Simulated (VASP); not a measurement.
# BaTiO3 (Pm-3m) in VASP: single point with r2SCAN

Aim: the single point of BaTiO3 with r2SCAN.

Everything below comes from runs of VASP 6.6.1. Logs are shortened: lines on timing, memory, paths and dates and some standing lists are left out, and cuts for length are marked.

**1. The cell of the first run**

It takes space group Pm-3m (No. 221, cubic). Conventional cell: a = 4.064 Å, b = 4.064 Å, c = 4.064 Å, α = 90.00°, β = 90.00°, γ = 90.00°. Ba (site symmetry m-3m) has 12 O at 2.87 Å and 8 Ti at 3.52 Å within 3.8 Å. Ti (site symmetry m-3m) has 6 O at 2.03 Å within 2.7 Å. Within 2.7 Å of O (site symmetry 4/mmm) lie 2 Ti at 2.03 Å. O (site symmetry 4/mmm) has 2 Ti at 2.03 Å within 2.7 Å.

**2. Single point, r2SCAN**

File POSCAR:

```
BaTiO3
1.0
   -4.0637635900      0.0000000000     -4.0637635900
    0.0000000000     -4.0637635900      0.0000000000
   -4.0637635900      0.0000000000      4.0637635900
Ba Ti O
2 2 6
Direct
    0.0000000000      0.0000000000      0.0000000000
    0.5000000000      0.0000000000      0.5000000000
    0.0000000000      0.5000000000      0.5000000000
    0.5000000000      0.5000000000      0.0000000000
    0.7500000000      0.5000000000      0.7500000000
    0.2500000000      0.5000000000      0.2500000000
    0.7500000000      0.5000000000      0.2500000000
    0.2500000000      0.5000000000      0.7500000000
    0.0000000000      0.0000000000      0.5000000000
    0.5000000000      0.0000000000      0.0000000000
```

File INCAR.step1:

```
SYSTEM = BaTiO3
PREC     = Accurate       ! precision mode
ENCUT    = 520            ! plane-wave cutoff, eV
ISMEAR   = -1             ! smearing method
SIGMA    = 0.1            ! smearing width, eV
LREAL    = .FALSE.        ! projectors in reciprocal space
LASPH    = .TRUE.         ! aspherical terms in the spheres
NELM     = 60             ! most SCF steps
NBANDS   = 51             ! bands
GGA      = PE             ! functional
ALGO     = Normal         ! electronic algorithm
EDIFF    = 1E-4           ! SCF threshold, eV
LWAVE    = .TRUE.         ! write WAVECAR
LCHARG   = .FALSE.        ! write CHGCAR
```

File INCAR.step2:

```
SYSTEM = BaTiO3
PREC     = Accurate       ! precision mode
ENCUT    = 520            ! plane-wave cutoff, eV
EDIFF    = 1E-6           ! SCF threshold, eV
ISMEAR   = -1             ! smearing method
SIGMA    = 0.1            ! smearing width, eV
LREAL    = .FALSE.        ! projectors in reciprocal space
LASPH    = .TRUE.         ! aspherical terms in the spheres
NELM     = 60             ! most SCF steps
ALGO     = Normal         ! electronic algorithm
ISIF     = 2              ! what is computed and relaxed
LWAVE    = .FALSE.        ! write WAVECAR
LCHARG   = .TRUE.         ! write CHGCAR
METAGGA  = R2SCAN         ! meta-GGA
LMIXTAU  = .TRUE.       
LELF     = .TRUE.         ! ELF
LVHAR    = .TRUE.       
NBANDS   = 51             ! bands
ISTART   = 1
```

File KPOINTS:

```
Automatic mesh
0
G
  5 6 5
  0 0 0
```

Potentials or basis: VASP PAW PBE potentials, release 64 (Ba_sv, Ti_sv, O).

The run is started by

```bash
cat potpaw_PBE.64/Ba_sv/POTCAR potpaw_PBE.64/Ti_sv/POTCAR potpaw_PBE.64/O/POTCAR > POTCAR
cp INCAR.step1 INCAR
mpirun -np 1 vasp_std > vasp.out
cp INCAR.step2 INCAR
mpirun -np 1 vasp_std > vasp.out
```

OUTCAR:

```text
SYSTEM = BaTiO3
   PREC = Accurate
   ENCUT = 520
   EDIFF = 1E-6
   ISMEAR = -1
   LREAL = .FALSE.
   LASPH = .TRUE.
   NELM = 60
   ISIF = 2
   METAGGA = R2SCAN
   ISTART = 1

 ion  position               nearest neighbor table
   1  0.000  0.000  0.000-   5 2.87   6 2.87   7 2.87   8 2.87   9 2.87  10 2.87   9 2.87   5 2.87
                             6 2.87   7 2.87   8 2.87  10 2.87   4 3.52   3 3.52   3 3.52   3 3.52
   2  0.500  0.000  0.500-   5 2.87   6 2.87   7 2.87   8 2.87   9 2.87  10 2.87  10 2.87   5 2.87
                             6 2.87   7 2.87   8 2.87   9 2.87   4 3.52   4 3.52   3 3.52   3 3.52
   3  0.000  0.500  0.500-   5 2.03   6 2.03   7 2.03   8 2.03   9 2.03   9 2.03   1 3.52   1 3.52
                             1 3.52   2 3.52   2 3.52   1 3.52   2 3.52   2 3.52
   4  0.500  0.500  0.000-   5 2.03   6 2.03   7 2.03   8 2.03  10 2.03  10 2.03   1 3.52   2 3.52
                             1 3.52   2 3.52   2 3.52   2 3.52   1 3.52   1 3.52
   5  0.750  0.500  0.750-   3 2.03   4 2.03   1 2.87   2 2.87   1 2.87   2 2.87
   6  0.250  0.500  0.250-   3 2.03   4 2.03   1 2.87   2 2.87   1 2.87   2 2.87
   7  0.750  0.500  0.250-   3 2.03   4 2.03   1 2.87   2 2.87   1 2.87   2 2.87
   8  0.250  0.500  0.750-   3 2.03   4 2.03   1 2.87   2 2.87   1 2.87   2 2.87
   9  0.000  0.000  0.500-   3 2.03   3 2.03   1 2.87   1 2.87   2 2.87   2 2.87
  10  0.500  0.000  0.000-   4 2.03   4 2.03   1 2.87   2 2.87   2 2.87   1 2.87

  LATTYP: Found a simple tetragonal cell.
 ALAT       =     5.7470295833
 C/A-ratio  =     0.7071067812

  Lattice vectors:

 A1 = (   4.0637635900,   0.0000000000,   4.0637635900)
 A2 = (  -4.0637635900,   0.0000000000,   4.0637635900)
 A3 = (   0.0000000000,  -4.0637635900,   0.0000000000)

Analysis of symmetry for initial positions (statically):
=====================================================================
 Subroutine PRICEL returns following result:

  LATTYP: Found a simple cubic cell.
 ALAT       =     4.0637635900

  Lattice vectors:

 A1 = (   0.0000000000,   0.0000000000,  -4.0637635900)
 A2 = (   0.0000000000,  -4.0637635900,   0.0000000000)
 A3 = (  -4.0637635900,   0.0000000000,   0.0000000000)

   2 primitive cells build up your supercell.

 Routine SETGRP: Setting up the symmetry group for a
 simple tetragonal supercell.

 Subroutine GETGRP returns: Found 16 space group operations
 (whereof 16 operations were pure point group operations)
 out of a pool of 16 trial point group operations.

The static configuration has the point symmetry D_4h.

Analysis of symmetry for dynamics (positions and initial velocities):
=====================================================================
 Subroutine PRICEL returns following result:

  LATTYP: Found a simple cubic cell.
 ALAT       =     4.0637635900

  Lattice vectors:

 A1 = (   0.0000000000,   0.0000000000,  -4.0637635900)
 A2 = (   0.0000000000,  -4.0637635900,   0.0000000000)
 A3 = (  -4.0637635900,   0.0000000000,   0.0000000000)

   2 primitive cells build up your supercell.

 Routine SETGRP: Setting up the symmetry group for a
 simple tetragonal supercell.

 Subroutine GETGRP returns: Found 16 space group operations
 (whereof 16 operations were pure point group operations)
 out of a pool of 16 trial point group operations.

The dynamic configuration has the point symmetry D_4h.

 Subroutine INISYM returns: Found 16 space group operations
 (whereof 16 operations are pure point group operations),
 and found     2 'primitive' translations

----------------------------------------------------------------------------------------

                                     Primitive cell

  volume of cell :      67.1097

  direct lattice vectors                    reciprocal lattice vectors
     0.000000000  0.000000000 -4.063763590     0.000000000  0.000000000 -0.246077307
     0.000000000 -4.063763590  0.000000000     0.000000000 -0.246077307  0.000000000
    -4.063763590  0.000000000  0.000000000    -0.246077307  0.000000000  0.000000000

  length of vectors
     4.063763590  4.063763590  4.063763590     0.246077307  0.246077307  0.246077307

  position of ions in fractional coordinates (direct lattice)
     0.000000000  0.000000000  0.000000000
     0.500000000  0.500000000  0.500000000
     0.000000000  0.500000000  0.500000000
     0.500000000  0.500000000  1.000000000
     0.500000000  0.000000000  0.500000000

  ion indices of the primitive-cell ions
   primitive index   ion index
                 1           1
                 2           3
                 3           5
                 4           7
                 5           9

----------------------------------------------------------------------------------------

 KPOINTS: Automatic mesh

Automatic generation of k-mesh.
 Grid dimensions read from file:
 generate k-points for:    5    6    5

 Generating k-lattice:

  Cartesian coordinates                     Fractional coordinates (reciprocal lattice)
    -0.024607731  0.000000000 -0.024607731     0.200000000  0.000000000  0.000000000
     0.000000000 -0.041012884  0.000000000     0.000000000  0.166666667  0.000000000
    -0.024607731  0.000000000  0.024607731     0.000000000  0.000000000  0.200000000

  Length of vectors
     0.034800586  0.041012884  0.034800586

  Shift w.r.t. Gamma in fractional coordinates (k-lattice)
     0.000000000  0.000000000  0.000000000

 Subroutine IBZKPT returns following result:
 ===========================================

 Found     24 irreducible k-points:

 Following reciprocal coordinates:
            Coordinates               Weight
  0.000000  0.000000  0.000000      1.000000
  0.200000  0.000000  0.000000      4.000000
  0.400000  0.000000  0.000000      4.000000
  0.000000  0.166667  0.000000      2.000000
  0.200000  0.166667  0.000000      8.000000
  0.400000  0.166667  0.000000      8.000000
[... 16 lines left out ...]
  0.400000  0.333333  0.400000      8.000000
  0.400000  0.500000  0.400000      4.000000
   k-points           NKPTS =     24   k-points in BZ     NKDIM =     24   number of bands    NBANDS=     51
   number of dos      NEDOS =    301   number of ions     NIONS =     10
   total plane-waves  NPLWV =  69120
   dimension x,y,z NGX =    48 NGY =   30 NGZ =   48
   dimension x,y,z NGXF=    96 NGYF=   60 NGZF=   96
   ions per type =               2   2   6
   NGX,Y,Z   is equivalent  to a cutoff of  13.89, 12.27, 13.89 a.u.
   NGXF,Y,Z  is equivalent  to a cutoff of  27.77, 24.55, 27.77 a.u.
 SYSTEM =  BaTiO3
   PREC   = accura    normal or accurate (medium, high low for compatibility)
   ISTART =      1    job   : 0-new  1-cont  2-samecut
   ICHARG =      0    charge: 1-file 2-atom 10-const
   ISPIN  =      1    spin polarized calculation?
   LNONCOLLINEAR =      F non collinear calculations
   LSORBIT =      F    spin-orbit coupling
   LASPH  =      T    aspherical Exc in radial PAW
   ENCUT  =  520.0 eV  38.22 Ry    6.18 a.u.  10.69  7.56 10.69*2*pi/ulx,y,z
   NELM   =     60;   NELMIN=  2; NELMDL=  0     # of ELM steps
   EDIFF  = 0.1E-05   stopping-criterion for ELM
   LREAL  =      F    real-space projection
   EDIFFG = 0.1E-04   stopping-criterion for IOM
   NSW    =      0    number of steps for IOM
   IBRION =     -1    ionic relax: 0-MD 1-quasi-New 2-CG
   NFREE  =      0    steps in history (QN), initial steepest desc. (CG)
   ISIF   =      2    stress and relaxation
   ISYM   =      2    0-nonsym 1-usesym 2-fastsym
   POTIM  = 0.5000    time-step for ionic-motion
   TEBEG  =    0.0;   TEEND  =   0.0 temperature during run
   PSTRESS=    0.0 pullay stress
   NELECT =      80.0000    total number of electrons
   NUPDOWN=      -1.0000    fix difference up-down
   EMIN   =  10.00;   EMAX   =-10.00  energy-range for DOS
   EFERMI =   0.00;   METHOD = LEGACY
   ISMEAR =    -1;   SIGMA  =   0.10  broadening in eV -4-tet -1-fermi 0-gaus
   EFERMI_NEDOS =   21; number of points for ismear=-14 and -15
   IALGO  =     38    algorithm
   IMIX   =      4    mixing-type and parameters
     AMIX     =   0.40;   BMIX     =  1.00
     AMIX_MAG =   1.60;   BMIX_MAG =  1.00
  volume/ion in A,a.u.               =      13.42        90.58
  Fermi-wavevector in a.u.,A,eV,Ry     =   1.377737  2.603546 25.826033  1.898160
  Thomas-Fermi vector in A             =   2.502863
   LORBIT       =      0    0 simple, 1 ext, 2 COOP (PROOUT), +10 PAW based schemes
   METAGGA = R2SCAN    functional components
   LHFCALC =     F    Hartree Fock is set to
   AEXX    =    0.0000 exact exchange contribution
   IVDW    =     0    specifies the selected vdW correction
   LEPSILON=     F    determine dielectric tensor
   LRPA    =     F    only Hartree local field effects (RPA)
 non-spin polarized calculation
  energy-cutoff  :      520.00
  volume of cell :      134.22
 maximum number of plane-waves:      3656
 NGX is ok and might be reduce to    48
   NGX = 21   NGY = 15   NGZ = 21

 number of electron      80.0000014 magnetization

 Free energy of the ion-electron system (eV)
  ---------------------------------------------------
  ext. energy  EPLUGINS =         0.00000000
  ---------------------------------------------------
  free energy    TOTEN  =      -148.36073009 eV

  energy without entropy =     -148.36070572  energy(sigma->0) =     -148.36071790

 E-fermi :   4.2421     XC(G=0): -11.6620

 val. band max:        3.1875231903   @ k =   0.0000   0.5000   0.0000
 cond. band min:       5.2118727180   @ k =   0.0000   0.0000   0.0000
 fundamental gap:      2.0243495277
 Fermi energy:         4.2421396748

 k-point     1 :       0.0000    0.0000    0.0000
  band No.  band energies     occupation
      1     -55.9050      2.00000
      2     -55.9033      2.00000
      3     -31.0803      2.00000
      4     -31.0802      2.00000
      5     -31.0379      2.00000
      6     -31.0371      2.00000
[... 43 lines left out ...]
     50       8.7281      0.00000
     51       8.7282      0.00000
[... 1240 lines left out ...]
     50      10.7760      0.00000
     51      11.3345      0.00000

------------------------ aborting loop because EDIFF is reached ----------------------------------------

  FORCE on cell =-STRESS in cart. coord.  units (eV):
  Direction    XX          YY          ZZ          XY          YZ          ZX
  --------------------------------------------------------------------------------------
  -------------------------------------------------------------------------------------
  Total       -5.6019914     -5.6105606     -5.6019914      0.0000000     -0.0000000      0.0000000
  in kB      -66.8709845    -66.9732755    -66.8709845      0.0000000     -0.0000000      0.0000000
  external PRESSURE =     -66.9050815 kB  Pullay stress =       0.0000000 kB

 VOLUME and BASIS-vectors are now :
 -----------------------------------------------------------------------------
  energy-cutoff  :      520.00
  volume of cell :      134.22
      direct lattice vectors                 reciprocal lattice vectors
    -4.063763590  0.000000000 -4.063763590    -0.123038653  0.000000000 -0.123038653
     0.000000000 -4.063763590  0.000000000     0.000000000 -0.246077307  0.000000000
    -4.063763590  0.000000000  4.063763590    -0.123038653  0.000000000  0.123038653

 POSITION                                       TOTAL-FORCE (eV/Angst)
 -----------------------------------------------------------------------------------
      0.00000      0.00000      0.00000        -0.000000      0.000000      0.000000
     -4.06376      0.00000      0.00000        -0.000000      0.000000      0.000000
     -2.03188     -2.03188      2.03188        -0.000000      0.000000      0.000000
     -2.03188     -2.03188     -2.03188         0.000000      0.000000     -0.000000
     -6.09565     -2.03188      0.00000         0.000000     -0.000000      0.000000
     -2.03188     -2.03188      0.00000        -0.000000     -0.000000      0.000000
     -4.06376     -2.03188     -2.03188        -0.000000     -0.000000      0.000000
     -4.06376     -2.03188      2.03188        -0.000000     -0.000000      0.000000
     -2.03188      0.00000      2.03188         0.000000      0.000000      0.000000
     -2.03188      0.00000     -2.03188        -0.000000      0.000000      0.000000
 -----------------------------------------------------------------------------------
    total drift:                               -0.000000     -0.000000      0.000000

  FREE ENERGIE OF THE ION-ELECTRON SYSTEM (eV)
  ---------------------------------------------------
  free  energy   TOTEN  =      -148.3607300859 eV

  energy  without entropy=     -148.3607057154  energy(sigma->0) =     -148.36071790
```

Wall time 13 min (1 thread of Intel Xeon 8259CL, shared host); peak memory 0.37 GiB.

What came out:

```yaml
Free_energy: -148.3607 eV
Pressure: -6.7 GPa
Band_gap_on_the_k_mesh: 2.02 eV
```

Caveat: the cell stands under tension; the PAW data sets were made with another functional, which shifts forces and pressure a little; spin-orbit coupling is left out, which moves the levels of the heavy elements; an odd mesh through Γ misses points on the zone boundary, where band edges can lie.
